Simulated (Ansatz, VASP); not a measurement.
**Re in VASP and in Ansatz**

The input INCAR:

```
PREC     = Accurate       # precision mode
ENCUT    = 600            # plane-wave cutoff, eV
EDIFF    = 1E-6           # SCF threshold, eV
ISMEAR   = -1             # smearing method
SIGMA    = 0.1            # smearing width, eV
LREAL    = F              # projectors in reciprocal space
LASPH    = T              # aspherical terms in the spheres
NELM     = 120            # most SCF steps
ALGO     = Normal         # electronic algorithm
ISIF     = 2              # what is computed and relaxed
LWAVE    = F              # write WAVECAR
LCHARG   = F              # write CHGCAR
NBANDS   = 14             # bands
GGA_COMPAT= F
```

File KPOINTS:

```
Automatic mesh
0
Gamma
  5 5 3
```

The input POSCAR:

```
Re
1.0
    2.7391880258      0.0000000000      0.0000000000
   -1.3695940129      2.3722064161      0.0000000000
    0.0000000000      0.0000000000      4.4118668232
Re
2
Direct
    0.3333333333      0.6666666667      0.2500000000
    0.6666666667      0.3333333333      0.7500000000
```

Input for Ansatz:

```yaml
crystal:
  lattice:
    - [2.7391880258, 0.0, 0.0]
    - [-1.3695940129, 2.3722064161, 0.0]
    - [0.0, 0.0, 4.4118668232]
  atoms:
    - { symbol: Re, position: [0.3333333333, 0.6666666667, 0.25] }
    - { symbol: Re, position: [0.6666666667, 0.3333333333, 0.75] }
hamiltonian:
  xc: lda
  pseudopotentials:
    kind: paw
    azcp:
      Re: "pseudopotentials/Re.paw.azcp"
basis:
  ecutwfc: 420
  fft_grid_basis: typed
kpoints:
  mp_grid: { grid: [5, 5, 3], shift: [0, 0, 0] }
magnetization:
  spin_polarized: false
scf:
  occupations: { method: fermi_dirac, width: 0.1 }
  lower_state_search: "off"
output:
  stress: true
```

Alike in both runs: task single point; functional LDA; k mesh 5 × 5 × 3; occupations fermi-dirac, width 0.1 eV; no spin polarisation.

```csv
,VASP,Ansatz
version,VASP 6.6.1,Ansatz 0.2.0
potentials or method,"VASP PAW LDA potentials, release 64 (Re), cutoff 600 eV","plane waves (420 eV) with PAW, scalar-relativistic"
valence electrons in the cell,14,30
```

VASP gave:

```
pressure (GPa)                                                : -0.3
traceless stress, the component that is largest in VASP (GPa) : -4.85
```

Q: Which values does Ansatz return?

A: Pressure (GPa): -2.1; traceless stress, the component that is largest in VASP (GPa): -4.77.

Ansatz warns that its potentials were made for another functional, while VASP's fit it. LDA's correlation is that of Perdew and Zunger in VASP and of Perdew and Wang (1992) in Ansatz. VASP's potentials hold 14 valence electrons a cell and Ansatz's 30, so a difference there can come from the potentials and not from the codes.

The k mesh is coarse, so the values compare programs but aren't converged. Spin-orbit coupling is off throughout.
